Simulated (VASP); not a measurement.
# SiC (Imm2) in VASP: further runs, part 2 of 2

VASP 6.6.1. The steps go on from the part before.

### 5 Single point, r2SCAN (strain +0.0937 x Voigt [0, 0, 0, 1, 0, 0])

Input file POSCAR:

```
SiC
1.0
    0.0000000000      2.2801910744      2.2801910744
    2.1781449820      0.1020460924      2.1781449820
    2.1781449820      2.1781449820      0.1020460924
Si C
1 1
Direct
    0.0000000000      0.0000000000      0.0000000000
    0.7500000000      0.7500000000      0.7500000000
```

Input file INCAR.step1:

```
SYSTEM = SiC
ALGO = Normal
EDIFF = 1E-4
ENCUT = 520
GGA = PE
ISMEAR = 0
LASPH = .TRUE.
LCHARG = .FALSE.
LREAL = .FALSE.
LWAVE = .TRUE.
NBANDS = 11
NELM = 80
PREC = Accurate
SIGMA = 0.05
```

Input file INCAR.step2:

```
SYSTEM = SiC
ALGO = Normal
EDIFF = 1E-6
ENCUT = 520
ISIF = 2
ISMEAR = 0
ISTART = 1
LASPH = .TRUE.
LCHARG = .TRUE.
LELF = .TRUE.
LMIXTAU = .TRUE.
LREAL = .FALSE.
LVHAR = .TRUE.
LWAVE = .FALSE.
METAGGA = R2SCAN
NBANDS = 11
NELM = 80
PREC = Accurate
SIGMA = 0.05
```

Input file KPOINTS:

```
k-points
0
G
  10 10 10
  0 0 0
```

Potentials or basis: VASP PAW PBE potentials, release 64 (Si, C).

Command:

```sh
$ cat potpaw_PBE.64/Si/POTCAR potpaw_PBE.64/C/POTCAR > POTCAR
$ cp INCAR.step1 INCAR
$ mpirun -np 1 vasp_std > vasp.out
$ cp INCAR.step2 INCAR
$ mpirun -np 1 vasp_std > vasp.out
```

OUTCAR:

```text
SYSTEM = SiC
   EDIFF = 1E-6
   ENCUT = 520
   ISIF = 2
   ISMEAR = 0
   ISTART = 1
   LASPH = .TRUE.
   LREAL = .FALSE.
   METAGGA = R2SCAN
   NELM = 80
   PREC = Accurate

 ion  position               nearest neighbor table
   1  0.000  0.000  0.000-   2 1.83   2 1.83   2 1.95   2 1.95
   2  0.750  0.750  0.750-   1 1.83   1 1.83   1 1.95   1 1.95

  LATTYP: Found a body centered orthorhombic cell.
 ALAT       =     2.9360472065
 B/A-ratio  =     1.0983056182
 C/A-ratio  =     1.4837261316

  Lattice vectors:

 A1 = (  -2.1781449820,   2.1781449820,   0.1020460924)
 A2 = (  -2.1781449820,  -2.1781449820,  -0.1020460924)
 A3 = (   2.1781449820,   0.1020460924,   2.1781449820)

Analysis of symmetry for initial positions (statically):
=====================================================================
 Subroutine PRICEL returns:
 Original cell was already a primitive cell.

 Routine SETGRP: Setting up the symmetry group for a
 body centered orthorhombic supercell.

 Subroutine GETGRP returns: Found  4 space group operations
 (whereof  4 operations were pure point group operations)
 out of a pool of  8 trial point group operations.

The static configuration has the point symmetry C_2v.

Analysis of symmetry for dynamics (positions and initial velocities):
=====================================================================
 Subroutine PRICEL returns:
 Original cell was already a primitive cell.

 Routine SETGRP: Setting up the symmetry group for a
 body centered orthorhombic supercell.

 Subroutine GETGRP returns: Found  4 space group operations
 (whereof  4 operations were pure point group operations)
 out of a pool of  8 trial point group operations.

The dynamic configuration has the point symmetry C_2v.

 Subroutine INISYM returns: Found  4 space group operations
 (whereof  4 operations are pure point group operations),
 and found     1 'primitive' translations

----------------------------------------------------------------------------------------

                                     Primitive cell

  volume of cell :      20.6223

  direct lattice vectors                    reciprocal lattice vectors
     0.000000000  2.280191074  2.280191074    -0.229553131  0.219279869  0.219279869
     2.178144982  0.102046092  2.178144982     0.229553131 -0.240836312  0.240836312
     2.178144982  2.178144982  0.102046092     0.229553131  0.240836312 -0.240836312

  length of vectors
     3.224677142  3.082052000  3.082052000     0.385826336  0.410729714  0.410729714

  position of ions in fractional coordinates (direct lattice)
     0.000000000  0.000000000  0.000000000
     0.750000000  0.750000000  0.750000000

  ion indices of the primitive-cell ions
   primitive index   ion index
                 1           1
                 2           2

----------------------------------------------------------------------------------------

 KPOINTS: k-points

Automatic generation of k-mesh.
 Grid dimensions read from file:
 generate k-points for:   10   10   10

 Generating k-lattice:

  Cartesian coordinates                     Fractional coordinates (reciprocal lattice)
    -0.022955313  0.021927987  0.021927987     0.100000000  0.000000000  0.000000000
     0.022955313 -0.024083631  0.024083631     0.000000000  0.100000000 -0.000000000
     0.022955313  0.024083631 -0.024083631     0.000000000  0.000000000  0.100000000

[... 39 lines left out ...]
   number of dos      NEDOS =    301   number of ions     NIONS =      2
   total plane-waves  NPLWV =  13824
   dimension x,y,z NGX =    24 NGY =   24 NGZ =   24
   dimension x,y,z NGXF=    48 NGYF=   48 NGZF=   48
   ions per type =               1   1
   NGX,Y,Z   is equivalent  to a cutoff of  12.37, 12.95, 12.95 a.u.
   NGXF,Y,Z  is equivalent  to a cutoff of  24.75, 25.89, 25.89 a.u.
 SYSTEM =  SiC
   PREC   = accura    normal or accurate (medium, high low for compatibility)
   ISTART =      1    job   : 0-new  1-cont  2-samecut
   ICHARG =      0    charge: 1-file 2-atom 10-const
   ISPIN  =      1    spin polarized calculation?
   LNONCOLLINEAR =      F non collinear calculations
   LSORBIT =      F    spin-orbit coupling
   LASPH  =      T    aspherical Exc in radial PAW
   ENCUT  =  520.0 eV  38.22 Ry    6.18 a.u.   6.00  5.73  5.73*2*pi/ulx,y,z
   NELM   =     80;   NELMIN=  2; NELMDL=  0     # of ELM steps
   EDIFF  = 0.1E-05   stopping-criterion for ELM
   LREAL  =      F    real-space projection
   EDIFFG = 0.1E-04   stopping-criterion for IOM
   NSW    =      0    number of steps for IOM
   IBRION =     -1    ionic relax: 0-MD 1-quasi-New 2-CG
   NFREE  =      0    steps in history (QN), initial steepest desc. (CG)
   ISIF   =      2    stress and relaxation
   ISYM   =      2    0-nonsym 1-usesym 2-fastsym
   POTIM  = 0.5000    time-step for ionic-motion
   TEBEG  =    0.0;   TEEND  =   0.0 temperature during run
   PSTRESS=    0.0 pullay stress
   NELECT =       8.0000    total number of electrons
   NUPDOWN=      -1.0000    fix difference up-down
   EMIN   =  10.00;   EMAX   =-10.00  energy-range for DOS
   EFERMI =   0.00;   METHOD = LEGACY
   ISMEAR =     0;   SIGMA  =   0.05  broadening in eV -4-tet -1-fermi 0-gaus
   EFERMI_NEDOS =   21; number of points for ismear=-14 and -15
   IALGO  =     38    algorithm
   IMIX   =      4    mixing-type and parameters
     AMIX     =   0.40;   BMIX     =  1.00
     AMIX_MAG =   1.60;   BMIX_MAG =  1.00
  volume/ion in A,a.u.               =      10.31        69.58
  Fermi-wavevector in a.u.,A,eV,Ry     =   1.193968  2.256273 19.395926  1.425560
  Thomas-Fermi vector in A             =   2.329970
   LORBIT       =      0    0 simple, 1 ext, 2 COOP (PROOUT), +10 PAW based schemes
   METAGGA = R2SCAN    functional components
   LHFCALC =     F    Hartree Fock is set to
   AEXX    =    0.0000 exact exchange contribution
   IVDW    =     0    specifies the selected vdW correction
   LEPSILON=     F    determine dielectric tensor
   LRPA    =     F    only Hartree local field effects (RPA)
 non-spin polarized calculation
 Gauss-broadening in eV      SIGMA  =   0.05
  energy-cutoff  :      520.00
  volume of cell :       20.62
 maximum number of plane-waves:       565
   NGX = 11   NGY = 11   NGZ = 11

 number of electron       8.0000000 magnetization

 Free energy of the ion-electron system (eV)
  ---------------------------------------------------
  ext. energy  EPLUGINS =         0.00000000
  ---------------------------------------------------
  free energy    TOTEN  =       -19.16423215 eV

  energy without entropy =      -19.16423215  energy(sigma->0) =      -19.16423215

 E-fermi :   8.5949     XC(G=0): -11.9469

 val. band max:        8.3266497067   @ k =   0.0000   0.0000   0.0000
 cond. band min:       9.4271509380   @ k =   0.0000   0.5000   0.5000
 fundamental gap:      1.1005012313
 Fermi energy:         8.5949234084

 k-point     1 :       0.0000    0.0000    0.0000
  band No.  band energies     occupation
      1      -8.2067      2.00000
      2       7.7623      2.00000
      3       7.9352      2.00000
      4       8.3266      2.00000
      5      13.7405      0.00000
      6      14.8191      0.00000
      7      17.0879      0.00000
      8      17.1313      0.00000
      9      23.2310      0.00000
     10      23.4146      0.00000
     11      25.7276      0.00000
[... 309 lines left out ...]
 k-point    24 :      -0.3000    0.2000    0.0000
  band No.  band energies     occupation
      1      -5.1460      2.00000
      2       1.1267      2.00000
      3       4.3947      2.00000
      4       6.8716      2.00000
      5      14.2931      0.00000
      6      16.6928      0.00000
      7      17.8472      0.00000
      8      19.1161      0.00000
      9      21.5506      0.00000
     10      24.8067      0.00000
     11      28.7029      0.00000

 [... further k-points ...]

------------------------ aborting loop because EDIFF is reached ----------------------------------------

  FORCE on cell =-STRESS in cart. coord.  units (eV):
  Direction    XX          YY          ZZ          XY          YZ          ZX
  --------------------------------------------------------------------------------------
  -------------------------------------------------------------------------------------
  Total        0.1346198      0.4019972      0.4019972      0.0000000     -3.4750908      0.0000000
  in kB       10.4588402     31.2318404     31.2318404      0.0000000   -269.9856536      0.0000000
  external PRESSURE =      24.3075070 kB  Pullay stress =       0.0000000 kB

 VOLUME and BASIS-vectors are now :
 -----------------------------------------------------------------------------
  energy-cutoff  :      520.00
  volume of cell :       20.62
      direct lattice vectors                 reciprocal lattice vectors
     0.000000000  2.280191074  2.280191074    -0.229553131  0.219279869  0.219279869
     2.178144982  0.102046092  2.178144982     0.229553131 -0.240836312  0.240836312
     2.178144982  2.178144982  0.102046092     0.229553131  0.240836312 -0.240836312

 POSITION                                       TOTAL-FORCE (eV/Angst)
 -----------------------------------------------------------------------------------
      0.00000      0.00000      0.00000        -0.733810     -0.000000     -0.000000
      3.26722      3.42029      3.42029         0.733810      0.000000      0.000000
 -----------------------------------------------------------------------------------
    total drift:                                0.000095      0.000000      0.000000

  FREE ENERGIE OF THE ION-ELECTRON SYSTEM (eV)
  ---------------------------------------------------
  free  energy   TOTEN  =       -19.1642321475 eV

  energy  without entropy=      -19.1642321475  energy(sigma->0) =      -19.16423215
```

Run time: 1.9 min. Hardware: 1 thread of Intel Xeon 8259CL, shared host; peak memory 0.16 GiB.

Results:

```
Free energy            : -19.1642 eV
Pressure               : 2.4 GPa
Largest force          : 0.734 eV/Å
Band gap on the k mesh : 1.10 eV (least direct gap 3.95 eV)
```

Forces on the atoms (eV/Å):
```
Si  -0.734  0.000  0.000
C    0.734  0.000  0.000
```

Levels at points of the mesh, in eV from the valence-band top:
```tsv
k point	band 1	band 2	band 3	band 4	band 5	band 6	band 7	band 8
(0.00, 0.00, 0.00)	-16.53	-0.56	-0.39	0.00	5.41	6.49	8.76	8.80
(0.50, 0.00, 0.00)	-13.26	-9.22	-1.21	-1.04	6.11	7.60	8.49	10.88
(0.00, 0.50, 0.00)	-12.52	-9.05	-1.68	-1.66	4.95	6.61	7.58	10.46
(0.50, 0.50, 0.00)	-11.41	-8.35	-3.62	-3.62	1.42	4.54	13.94	14.71
(0.00, 0.50, 0.50)	-11.51	-8.37	-4.36	-2.85	1.10	5.00	14.79	15.10
```

Caveat: the cell differs from its parent crystal (strain +0.0937 x Voigt [0, 0, 0, 1, 0, 0]); the PAW data sets were made with another functional, which shifts forces and pressure a little.

### 6 Overview

| cell | gap on the mesh (eV) | pressure (GPa) | largest force (eV/Å) |
| --- | --- | --- | --- |
| a = 2.849, b = 3.085, c = 3.085 Å, angles 64.9, 62.5, 62.5°, 2 atoms | 0.50 | 6.5 | 1.23 |
| a = 3.254, b = 3.083, c = 3.083 Å, angles 56.3, 58.1, 58.1°, 2 atoms | 0.91 | 3.6 | 0.89 |
| a = 3.282, b = 3.084, c = 3.084 Å, angles 55.6, 57.8, 57.8°, 2 atoms | 0.71 | 4.9 | 1.06 |
| a = 3.225, b = 3.082, c = 3.082 Å, angles 56.9, 58.5, 58.5°, 2 atoms | 1.10 | 2.4 | 0.73 |

Alike in all rows: task single point; level r2SCAN; potentials or basis VASP PAW PBE potentials, release 64 (Si, C); no spin polarisation; k mesh 10 × 10 × 10; cutoff (eV) 520; smearing gaussian 0.05 eV.

Caveats: the PAW data sets were made with another functional, which shifts forces and pressure a little; the cell stands under pressure (at least some runs).

Absolute energies hang on the potentials; compare differences alone.
